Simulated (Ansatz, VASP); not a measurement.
Y3TaF2: VASP beside Ansatz

Contents of INCAR:

```
  PREC = Accurate
  ENCUT = 600
  EDIFF = 1E-6
  ISMEAR = 0
  SIGMA = 0.1
  LREAL = F
  LASPH = T
  NELM = 200
  ALGO = Normal
  ISIF = 2
  LWAVE = F
  LCHARG = T
  ISPIN = 2
  MAGMOM = 0 0 0 0 0 0 1 1 0 0 0 0
  LORBIT = 11
  LMAXMIX = 4
  GGA = PE
  LELF = T
  LVHAR = T
  NBANDS = 74
  GGA_COMPAT = F
```

File KPOINTS:

```
regular mesh
0
Gamma
  6 6 1
```

POSCAR

```
Y3TaF2
1.0
    3.4196308307      0.0000000000      0.0000000000
   -1.7098154153      2.9614871709      0.0000000000
    0.0000000000      0.0000000000     23.9381286147
Y Ta F
6 2 4
Direct
    0.6666666667      0.3333333333      0.8509320906
    0.0000000000      0.0000000000      0.0000000000
    0.3333333333      0.6666666667      0.1490679094
    0.0000000000      0.0000000000      0.5000000000
    0.6666666667      0.3333333333      0.6490679094
    0.3333333333      0.6666666667      0.3509320906
    0.0000000000      0.0000000000      0.7500000000
    0.0000000000      0.0000000000      0.2500000000
    0.3333333333      0.6666666667      0.9156162888
    0.6666666667      0.3333333333      0.0843837112
    0.3333333333      0.6666666667      0.5843837112
    0.6666666667      0.3333333333      0.4156162888
```

Input for Ansatz:

```yaml
crystal:
  lattice:
    - [3.4196308307, 0.0, 0.0]
    - [-1.7098154153, 2.9614871709, 0.0]
    - [0.0, 0.0, 23.9381286147]
  atoms:
    - { symbol: "Y", position: [0.6666666667, 0.3333333333, 0.8509320906] }
    - { symbol: "Y", position: [0.0, 0.0, 0.0] }
    - { symbol: "Y", position: [0.3333333333, 0.6666666667, 0.1490679094] }
    - { symbol: "Y", position: [0.0, 0.0, 0.5] }
    - { symbol: "Y", position: [0.6666666667, 0.3333333333, 0.6490679094] }
    - { symbol: "Y", position: [0.3333333333, 0.6666666667, 0.3509320906] }
    - { symbol: Ta, position: [0.0, 0.0, 0.75], spin: 1.0 }
    - { symbol: Ta, position: [0.0, 0.0, 0.25], spin: 1.0 }
    - { symbol: F, position: [0.3333333333, 0.6666666667, 0.9156162888] }
    - { symbol: F, position: [0.6666666667, 0.3333333333, 0.0843837112] }
    - { symbol: F, position: [0.3333333333, 0.6666666667, 0.5843837112] }
    - { symbol: F, position: [0.6666666667, 0.3333333333, 0.4156162888] }
basis:
  ecutwfc: 420
kpoints:
  mp_grid: { grid: [6, 6, 1] }
hamiltonian:
  xc: pbe
scf:
  occupations: { method: gaussian, width: 0.1 }
  lower_state_search: "off"
output:
  forces: true
  stress: true
  eigenvalues: true
  populations: true
magnetization:
  spin_polarized: true
```

Alike in both runs: task single point; functional PBE; k mesh 6 × 6 × 1; occupations gaussian, width 0.1 eV; collinear spin.

```csv
,VASP,Ansatz
version,VASP 6.6.1,Ansatz 0.2.0
potentials or method,"VASP PAW PBE potentials, release 64 (Y_sv, Ta_pv, F), cutoff 600 eV","scalar-relativistic, plane waves, PAW"
valence electrons in the cell,116,120
```

Ansatz gave:

```
gap on the k mesh at the Fermi level (eV)                     : none
pressure (GPa)                                                : -0.3
traceless stress, the component that is largest in VASP (GPa) : 0.55
rms of the force components (eV/Å)                            : 0.057
net moment per atom (μB)                                      : 0.08
size of the moment on the site where the two differ most (μB) : 0.05
```

Problem. Which values does VASP return?

Solution. gap on the k mesh at the Fermi level (eV): none; pressure (GPa): -0.5; traceless stress, the component that is largest in VASP (GPa): 0.52; rms of the force components (eV/Å): 0.061; net moment per atom (μB): 0.07; size of the moment on the site where the two differ most (μB): 0.10.

Site moments also hang on the region over which each program counts them. Atom by atom the forces differ by 0.006 eV/Å (rms over components). A gap of «none» marks a metal or a gap that the smearing closes. VASP's potentials hold 116 valence electrons a cell and Ansatz's 120, so a difference there can come from the potentials and not from the codes.

Spin-orbit coupling is off throughout.
